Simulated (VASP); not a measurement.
# Mn (Pm-3m) in VASP: a series of runs

Mn is run at these levels: RPBE; tasks: single point, relaxation of cell and atoms.

Program: VASP 6.6.1. These are calculated values, not measurements. Logs are shortened: lines on timing, memory, paths and dates and some standing lists are left out, and cuts for length are marked.

### 1 The cell of the first run

It takes space group Pm-3m (No. 221, cubic). Conventional cell: a = 2.333 Å, b = 2.333 Å, c = 2.333 Å, α = 90.00°, β = 90.00°, γ = 90.00°. Mn (site symmetry m-3m) has 6 Mn at 2.33 Å within 3.1 Å.

### 2 Single point, RPBE

The input, INCAR:

```
SYSTEM = Mn
ALGO = Normal
EDIFF = 1E-6
ENCUT = 520
GGA = RP
ISIF = 2
ISMEAR = -1
LASPH = .TRUE.
LCHARG = .FALSE.
LREAL = .FALSE.
LWAVE = .FALSE.
NBANDS = 12
NELM = 60
PREC = Accurate
SIGMA = 0.1
```

The input, KPOINTS:

```
k-points
0
G
  15 15 15
  0 0 0
```

The input, POSCAR:

```
Mn
1.0
    2.3327785364      0.0000000000      0.0000000000
    0.0000000000      2.3327785364      0.0000000000
    0.0000000000      0.0000000000      2.3327785364
Mn
1
Direct
    0.0000000000      0.0000000000      0.0000000000
```

Potentials or basis: VASP PAW PBE potentials, release 64 (Mn_pv).

Started as:

```sh
$ cat potpaw_PBE.64/Mn_pv/POTCAR > POTCAR
$ mpirun -np 1 vasp_std > vasp.out
```

OUTCAR:

```text
SYSTEM = Mn
   EDIFF = 1E-6
   ENCUT = 520
   GGA = RP
   ISIF = 2
   ISMEAR = -1
   LASPH = .TRUE.
   LREAL = .FALSE.
   NELM = 60
   PREC = Accurate

 ion  position               nearest neighbor table
   1  0.000  0.000  0.000-

  LATTYP: Found a simple cubic cell.
 ALAT       =     2.3327785364

  Lattice vectors:

 A1 = (   2.3327785364,   0.0000000000,   0.0000000000)
 A2 = (   0.0000000000,   2.3327785364,   0.0000000000)
 A3 = (   0.0000000000,   0.0000000000,   2.3327785364)

Analysis of symmetry for initial positions (statically):
=====================================================================
 Subroutine PRICEL returns:
 Original cell was already a primitive cell.

 Routine SETGRP: Setting up the symmetry group for a
 simple cubic supercell.

 Subroutine GETGRP returns: Found 48 space group operations
 (whereof 48 operations were pure point group operations)
 out of a pool of 48 trial point group operations.

The static configuration has the point symmetry O_h .

Analysis of symmetry for dynamics (positions and initial velocities):
=====================================================================
 Subroutine PRICEL returns:
 Original cell was already a primitive cell.

 Routine SETGRP: Setting up the symmetry group for a
 simple cubic supercell.

 Subroutine GETGRP returns: Found 48 space group operations
 (whereof 48 operations were pure point group operations)
 out of a pool of 48 trial point group operations.

The dynamic configuration has the point symmetry O_h .

 Subroutine INISYM returns: Found 48 space group operations
 (whereof 48 operations are pure point group operations),
 and found     1 'primitive' translations

----------------------------------------------------------------------------------------

                                     Primitive cell

  volume of cell :      12.6946

  direct lattice vectors                    reciprocal lattice vectors
     2.332778536  0.000000000  0.000000000     0.428673354  0.000000000  0.000000000
     0.000000000  2.332778536  0.000000000     0.000000000  0.428673354  0.000000000
     0.000000000  0.000000000  2.332778536     0.000000000  0.000000000  0.428673354

  length of vectors
     2.332778536  2.332778536  2.332778536     0.428673354  0.428673354  0.428673354

  position of ions in fractional coordinates (direct lattice)
     0.000000000  0.000000000  0.000000000

  ion indices of the primitive-cell ions
   primitive index   ion index
                 1           1

----------------------------------------------------------------------------------------

 KPOINTS: k-points

Automatic generation of k-mesh.
 Grid dimensions read from file:
 generate k-points for:   15   15   15

 Generating k-lattice:

  Cartesian coordinates                     Fractional coordinates (reciprocal lattice)
     0.028578224  0.000000000  0.000000000     0.066666667  0.000000000  0.000000000
     0.000000000  0.028578224  0.000000000     0.000000000  0.066666667  0.000000000
     0.000000000  0.000000000  0.028578224     0.000000000  0.000000000  0.066666667

  Length of vectors
     0.028578224  0.028578224  0.028578224

  Shift w.r.t. Gamma in fractional coordinates (k-lattice)
     0.000000000  0.000000000  0.000000000

 Subroutine IBZKPT returns following result:
 ===========================================

 Found    120 irreducible k-points:

 Following reciprocal coordinates:
            Coordinates               Weight
  0.000000  0.000000  0.000000      1.000000
  0.066667  0.000000  0.000000      6.000000
  0.133333  0.000000  0.000000      6.000000
  0.200000  0.000000  0.000000      6.000000
  0.266667  0.000000  0.000000      6.000000
  0.333333  0.000000  0.000000      6.000000
[... 16 lines left out ...]
  0.266667  0.200000  0.000000     24.000000
  0.333333  0.200000  0.000000     24.000000
 [... further k-points ...]
   k-points           NKPTS =    120   k-points in BZ     NKDIM =    120   number of bands    NBANDS=     12
   number of dos      NEDOS =    301   number of ions     NIONS =      1
   total plane-waves  NPLWV =   5832
   dimension x,y,z NGX =    18 NGY =   18 NGZ =   18
   dimension x,y,z NGXF=    36 NGYF=   36 NGZF=   36
   ions per type =               1
   NGX,Y,Z   is equivalent  to a cutoff of  12.83, 12.83, 12.83 a.u.
   NGXF,Y,Z  is equivalent  to a cutoff of  25.66, 25.66, 25.66 a.u.
 SYSTEM =  Mn
   PREC   = accura    normal or accurate (medium, high low for compatibility)
   ISTART =      0    job   : 0-new  1-cont  2-samecut
   ICHARG =      2    charge: 1-file 2-atom 10-const
   ISPIN  =      1    spin polarized calculation?
   LNONCOLLINEAR =      F non collinear calculations
   LSORBIT =      F    spin-orbit coupling
   LASPH  =      T    aspherical Exc in radial PAW
   ENCUT  =  520.0 eV  38.22 Ry    6.18 a.u.   4.34  4.34  4.34*2*pi/ulx,y,z
   NELM   =     60;   NELMIN=  2; NELMDL= -5     # of ELM steps
   EDIFF  = 0.1E-05   stopping-criterion for ELM
   LREAL  =      F    real-space projection
   EDIFFG = 0.1E-04   stopping-criterion for IOM
   NSW    =      0    number of steps for IOM
   IBRION =     -1    ionic relax: 0-MD 1-quasi-New 2-CG
   NFREE  =      0    steps in history (QN), initial steepest desc. (CG)
   ISIF   =      2    stress and relaxation
   ISYM   =      2    0-nonsym 1-usesym 2-fastsym
   POTIM  = 0.5000    time-step for ionic-motion
   TEBEG  =    0.0;   TEEND  =   0.0 temperature during run
   PSTRESS=    0.0 pullay stress
   NELECT =      13.0000    total number of electrons
   NUPDOWN=      -1.0000    fix difference up-down
   EMIN   =  10.00;   EMAX   =-10.00  energy-range for DOS
   EFERMI =   0.00;   METHOD = LEGACY
   ISMEAR =    -1;   SIGMA  =   0.10  broadening in eV -4-tet -1-fermi 0-gaus
   EFERMI_NEDOS =   21; number of points for ismear=-14 and -15
   IALGO  =     38    algorithm
   IMIX   =      4    mixing-type and parameters
     AMIX     =   0.40;   BMIX     =  1.00
     AMIX_MAG =   1.60;   BMIX_MAG =  1.00
  volume/ion in A,a.u.               =      12.69        85.67
  Fermi-wavevector in a.u.,A,eV,Ry     =   1.650121  3.118276 37.047291  2.722899
  Thomas-Fermi vector in A             =   2.739125
   LORBIT       =      0    0 simple, 1 ext, 2 COOP (PROOUT), +10 PAW based schemes
   GGA     = RP    functional components
   LHFCALC =     F    Hartree Fock is set to
   AEXX    =    0.0000 exact exchange contribution
   IVDW    =     0    specifies the selected vdW correction
   LEPSILON=     F    determine dielectric tensor
   LRPA    =     F    only Hartree local field effects (RPA)
 non-spin polarized calculation
  energy-cutoff  :      520.00
  volume of cell :       12.69
 maximum number of plane-waves:       353
 NGX is ok and might be reduce to    18

 number of electron      12.9999967 magnetization

 Free energy of the ion-electron system (eV)
  ---------------------------------------------------
  ext. energy  EPLUGINS =         0.00000000
  ---------------------------------------------------
  free energy    TOTEN  =        -7.53956827 eV

  energy without entropy =       -7.47183424  energy(sigma->0) =       -7.50570125

 E-fermi :   8.7650     XC(G=0): -12.7996

 val. band max:        8.7636977082   @ k =   0.4000   0.0000   0.0000
 cond. band min:       8.7710700635   @ k =   0.4667   0.3333   0.2667
 fundamental gap:      0.0073723552
 Fermi energy:         8.7649770341

 k-point     1 :       0.0000    0.0000    0.0000
  band No.  band energies     occupation
      1     -39.0600      2.00000
      2     -39.0600      2.00000
      3     -39.0600      2.00000
      4       1.0530      2.00000
      5       5.3784      2.00000
      6       5.3784      2.00000
      7      10.2643      0.00000
      8      10.2643      0.00000
      9      10.2643      0.00000
     10      28.3347      0.00000
     11      28.3347      0.00000
     12      28.3347      0.00000

 k-point     2 :       0.0667    0.0000    0.0000
  band No.  band energies     occupation
      1     -39.0917      2.00000
      2     -39.0574      2.00000
      3     -39.0574      2.00000
      4       1.1912      2.00000
      5       5.4052      2.00000
      6       5.4658      2.00000
      7      10.1837      0.00000
      8      10.1838      0.00000
      9      10.2706      0.00000
     10      26.8889      0.00000
     11      28.5392      0.00000
     12      28.5392      0.00000

 k-point     3 :       0.1333    0.0000    0.0000
  band No.  band energies     occupation
      1     -39.1805      2.00000
      2     -39.0498      2.00000
      3     -39.0498      2.00000
      4       1.5937      2.00000
      5       5.4817      2.00000
      6       5.7188      2.00000
      7       9.9617      0.00001
      8       9.9617      0.00001
      9      10.2883      0.00000
     10      24.3694      0.00000
     11      29.1339      0.00000
     12      29.1339      0.00000
[... 286 lines left out ...]
 k-point    23 :       0.2667    0.2000    0.0000
  band No.  band energies     occupation
      1     -39.4301      2.00000
      2     -39.2685      2.00000
      3     -39.0050      2.00000
      4       3.9374      2.00000
      5       6.1495      2.00000
      6       7.0795      2.00000
      7       8.9480      0.27643
      8       9.3870      0.00397
      9       9.7915      0.00007
     10      20.2954      0.00000
     11      24.1513      0.00000
     12      32.8747      0.00000

 k-point    24 :       0.3333    0.2000    0.0000
  band No.  band energies     occupation
      1     -39.5668      2.00000
      2     -39.2541      2.00000
      3     -38.9929      2.00000
      4       4.6213      2.00000
      5       6.2292      2.00000
      6       7.2974      2.00000
      7       9.0969      0.06983
      8       9.2584      0.01428
      9       9.8285      0.00005
     10      18.1731      0.00000
     11      25.0477      0.00000
     12      32.5779      0.00000

 [... further k-points ...]
[... 5 lines left out ...]
  --------------------------------------------------------------------------------------
  -------------------------------------------------------------------------------------
  Total       -0.5476213     -0.5476213     -0.5476213      0.0000000     -0.0000000      0.0000000
  in kB      -69.1146968    -69.1146968    -69.1146968      0.0000000     -0.0000000      0.0000000
  external PRESSURE =     -69.1146968 kB  Pullay stress =       0.0000000 kB

 VOLUME and BASIS-vectors are now :
 -----------------------------------------------------------------------------
  energy-cutoff  :      520.00
  volume of cell :       12.69
      direct lattice vectors                 reciprocal lattice vectors
     2.332778536  0.000000000  0.000000000     0.428673354  0.000000000  0.000000000
     0.000000000  2.332778536  0.000000000     0.000000000  0.428673354  0.000000000
     0.000000000  0.000000000  2.332778536     0.000000000  0.000000000  0.428673354

 POSITION                                       TOTAL-FORCE (eV/Angst)
 -----------------------------------------------------------------------------------
      0.00000      0.00000      0.00000         0.000000      0.000000      0.000000
 -----------------------------------------------------------------------------------
    total drift:                               -0.000000      0.000000      0.000000

  FREE ENERGIE OF THE ION-ELECTRON SYSTEM (eV)
  ---------------------------------------------------
  free  energy   TOTEN  =        -7.5395682650 eV

  energy  without entropy=       -7.4718342356  energy(sigma->0) =       -7.50570125
```

Wall time 13 s (1 thread of Intel Xeon Platinum 8259CL at 2.50GHz (Skylake/Cascade Lake), shared host); peak memory 0.13 GiB.

What came out:

```yaml
Free_energy: -7.5396 eV
Pressure: -6.9 GPa
```

Levels at points of the mesh, in eV from the Fermi level:
| k point | band 2 | band 3 | band 4 | band 5 | band 6 | band 7 | band 8 | band 9 | band 10 | band 11 |
| --- | --- | --- | --- | --- | --- | --- | --- | --- | --- | --- |
| (0.00, 0.00, 0.00) | -47.82 | -47.82 | -7.71 | -3.39 | -3.39 | 1.50 | 1.50 | 1.50 | 19.57 | 19.57 |

Caveat: the PAW data sets were made with another functional, which shifts forces and pressure a little; the run has no spin polarisation, though such a crystal can be magnetic. Spin polarisation is off, so any magnetic state and its effect on volume and gap are missing.

### 3 Single point, RPBE (volume scaled by 1.08)

The input, INCAR:

```
SYSTEM = Mn
PREC = Accurate ; ENCUT = 520
EDIFF = 1E-6 ; ISMEAR = -1
SIGMA = 0.1 ; LREAL = .False.
LASPH = .True. ; NELM = 80
ALGO = Normal ; ISIF = 2
LWAVE = .False. ; LCHARG = .False.
GGA = RP ; NBANDS = 12
```

The input, KPOINTS:

```
regular mesh
0
Gamma
  15 15 15
  0 0 0
```

The input, POSCAR:

```
Mn
1.0
    2.3623105137      0.0000000000      0.0000000000
    0.0000000000      2.3623105137      0.0000000000
    0.0000000000      0.0000000000      2.3623105137
Mn
1
Direct
    0.0000000000      0.0000000000      0.0000000000
```

Potentials or basis: VASP PAW PBE potentials, release 64 (Mn_pv).

Started as:

```sh
$ cat potpaw_PBE.64/Mn_pv/POTCAR > POTCAR
$ mpirun -np 1 vasp_std > vasp.out
```

Wall time 12 s (1 thread of Intel Xeon Platinum 8259CL at 2.50GHz (Skylake/Cascade Lake), shared host); peak memory 0.13 GiB.

The run converged. Its results:

```yaml
Free_energy: -7.5097 eV
Pressure: -12.6 GPa
```

Levels at points of the mesh, in eV from the Fermi level:
```csv
k point,band 4,band 5,band 6,band 7,band 8,band 9
"(0.00, 0.00, 0.00)",-7.53,-3.22,-3.22,1.42,1.42,1.42
```

Caveat: the cell differs from its parent crystal (volume scaled by 1.08); the PAW data sets were made with another functional, which shifts forces and pressure a little; the run has no spin polarisation, though such a crystal can be magnetic. Spin polarisation is off, so any magnetic state and its effect on volume and gap are missing.

### 4 Single point, RPBE (volume scaled by 1.12)

The input, INCAR:

```
SYSTEM = Mn
  ALGO = Normal
  EDIFF = 1E-6
  ENCUT = 520
  GGA = RP
  ISIF = 2
  ISMEAR = -1
  LASPH = .True.
  LCHARG = .False.
  LREAL = .False.
  LWAVE = .False.
  NBANDS = 12
  NELM = 100
  PREC = Accurate
  SIGMA = 0.1
```

The input, KPOINTS:

```
k-points
0
Gamma
  15 15 15
  0 0 0
```

The input, POSCAR:

```
Mn
1.0
    2.3911220180      0.0000000000      0.0000000000
    0.0000000000      2.3911220180      0.0000000000
    0.0000000000      0.0000000000      2.3911220180
Mn
1
Direct
    0.0000000000      0.0000000000      0.0000000000
```

Started as:

```sh
$ cat potpaw_PBE.64/Mn_pv/POTCAR > POTCAR
$ mpirun -np 1 vasp_std > vasp.out
```

Run time: 10 s. Hardware: 1 thread of Intel Xeon Platinum 8259CL at 2.50GHz (Skylake/Cascade Lake), shared host; peak memory 0.13 GiB.

Results (log left out):

| Property | Result |
| --- | --- |
| Free energy | -7.4643 eV |
| Pressure | -17.2 GPa |

Levels at points of the mesh, in eV from the Fermi level:
```tsv
k point	band 4	band 5	band 6	band 7	band 8	band 9
(0.00, 0.00, 0.00)	-7.35	-3.07	-3.07	1.35	1.35	1.35
```

Caveat: the cell differs from its parent crystal (volume scaled by 1.12); the PAW data sets were made with another functional, which shifts forces and pressure a little; the run has no spin polarisation, though such a crystal can be magnetic.

### 5 Relaxation of cell and atoms, RPBE

The input, INCAR:

```
SYSTEM = Mn
ALGO = Normal ; EDIFF = 1E-6
EDIFFG = -0.01 ; ENCUT = 600
GGA = RP ; IBRION = 2
ISIF = 3 ; ISMEAR = -1
LASPH = .TRUE. ; LCHARG = .FALSE.
LREAL = .FALSE. ; LWAVE = .FALSE.
NELM = 80 ; NSW = 80
PREC = Accurate ; SIGMA = 0.1
```

The input, KPOINTS:

```
k-points
0
G
  13 13 13
  0 0 0
```

The input, POSCAR:

```
Mn
1.0
    2.3324620846      0.0000000000      0.0000000000
    0.0000000000      2.3324620846      0.0000000000
    0.0000000000      0.0000000000      2.3324620846
Mn
1
Direct
    0.0000000000      0.0000000000      0.0000000000
```

Started as:

```sh
$ cat potpaw_PBE.64/Mn_pv/POTCAR > POTCAR
$ mpirun -np 1 vasp_std > vasp.out
```

Run time: 23 s. Hardware: 1 thread of Intel Xeon Platinum 8259CL at 2.50GHz (Skylake/Cascade Lake), shared host; peak memory 0.14 GiB.

The run converged. Its results:

- Free energy: -7.5487 eV
- Relaxed volume: 12.22 Å³/atom
- Relaxed cell: a = 2.303 Å, b = 2.303 Å, c = 2.303 Å, α = 90.00°, β = 90.00°, γ = 90.00°
- Space group after relaxing (to 0.05 Å): Pm-3m (No. 221)
- Energy gained by relaxing: 10.3 meV/atom
- Ionic steps: 3
- Pressure after relaxing: 0.0 GPa

Step by step:
| step | energy change (eV) | largest force (eV/Å) | pressure (GPa) | volume (Å³) |
| --- | --- | --- | --- | --- |
| 1 | 0.0000 | 0.0000 | -6.79 | 12.69 |
| 2 | 0.0027 | 0.0000 | 9.04 | 11.73 |
| 3 | -0.0103 | 0.0000 | 0.04 | 12.22 |

Final structure:
```cif
data_structure
_symmetry_space_group_name_H-M 'P 1'
_symmetry_Int_Tables_number 1
_cell_length_a 2.3033
_cell_length_b 2.3033
_cell_length_c 2.3033
_cell_angle_alpha 90.000
_cell_angle_beta 90.000
_cell_angle_gamma 90.000
_cell_volume 12.22
loop_
_atom_site_label
_atom_site_type_symbol
_atom_site_fract_x
_atom_site_fract_y
_atom_site_fract_z
_atom_site_occupancy
Mn1 Mn 0.00000 0.00000 0.00000 1
```

Levels at points of the mesh, in eV from the Fermi level:
```tsv
k point	band 2	band 3	band 4	band 5	band 6	band 7	band 8	band 9	band 10
(0.00, 0.00, 0.00)	-47.80	-47.80	-7.88	-3.55	-3.55	1.60	1.60	1.60	20.06
```

Caveat: the PAW data sets were made with another functional, which shifts forces and pressure a little; the run has no spin polarisation, though such a crystal can be magnetic. Spin polarisation is off, so any magnetic state and its effect on volume and gap are missing.

[end of part 1 of 2]
